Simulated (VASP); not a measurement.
Wanted: the native input for a VASP 6.6.1 run.

- Task: single point
- Functional: r2SCAN
- Potentials or basis: VASP PAW PBE potentials, release 64 (Bi_d, Te)
- Cutoff: 520 eV
- k mesh: 14 × 14 × 14
- Occupations: gaussian, width 0.15 eV
- Spin: no spin polarisation
- Dipole correction: no
- Further INCAR settings: ALGO = Normal; EDIFF = 1e-06; NBANDS = 18

BiTe:

```
Bi Te
1.0
     0.00809    3.23500    3.23500
     3.23500    0.00809    3.23500
     3.24309    3.24309    0.00000
Bi Te
1 1
Direct
  0.00000 0.00000 0.00000
  0.50000 0.50000 0.50000
```

This cell differs from its parent crystal: strain +0.0050 x Voigt [0, 0, 0, 0, 0, 1].

The input as run:

POSCAR

```
BiTe
1.0
    0.0080875000      3.2350000000      3.2350000000
    3.2350000000      0.0080875000      3.2350000000
    3.2430875000      3.2430875000      0.0000000000
Bi Te
1 1
Direct
    0.0000000000      0.0000000000      0.0000000000
    0.5000000000      0.5000000000      0.5000000000
```

INCAR.step1

```
SYSTEM = BiTe
ALGO = Normal ; EDIFF = 1E-4
ENCUT = 520 ; GGA = PE
ISMEAR = 0 ; LASPH = .TRUE.
LCHARG = .FALSE. ; LREAL = .FALSE.
LWAVE = .TRUE. ; NBANDS = 18
NELM = 100 ; PREC = Accurate
SIGMA = 0.15
```

INCAR.step2

```
SYSTEM = BiTe
ALGO = Normal ; EDIFF = 1E-6
ENCUT = 520 ; ISIF = 2
ISMEAR = 0 ; ISTART = 1
LASPH = .TRUE. ; LCHARG = .FALSE.
LMIXTAU = .TRUE. ; LREAL = .FALSE.
LWAVE = .FALSE. ; METAGGA = R2SCAN
NBANDS = 18 ; NELM = 100
PREC = Accurate ; SIGMA = 0.15
```

KPOINTS

```
k-points
0
G
  14 14 14
  0 0 0
```

Potentials or basis: VASP PAW PBE potentials, release 64 (Bi_d, Te).

Launch:

```sh
$ cat potpaw_PBE.64/Bi_d/POTCAR potpaw_PBE.64/Te/POTCAR > POTCAR
$ cp INCAR.step1 INCAR
$ mpirun -np 1 vasp_std > vasp.out
$ cp INCAR.step2 INCAR
$ mpirun -np 1 vasp_std > vasp.out
```

It gave:

- Pressure: 0.0 GPa
- Band gap on the k mesh: zero (an odd number of electrons rules out a gap without spin polarisation)

Caveat: the cell differs from its parent crystal (strain +0.0050 x Voigt [0, 0, 0, 0, 0, 1]); the PAW data sets were made with another functional, which shifts forces and pressure a little; spin-orbit coupling is left out, which moves the levels of the heavy elements.

Wall time 22 min on 1 thread of Intel(R) Xeon(R) Platinum 8259CL CPU @ 2.50GHz (Skylake/Cascade Lake), on a shared host, peak memory 0.62 GiB.
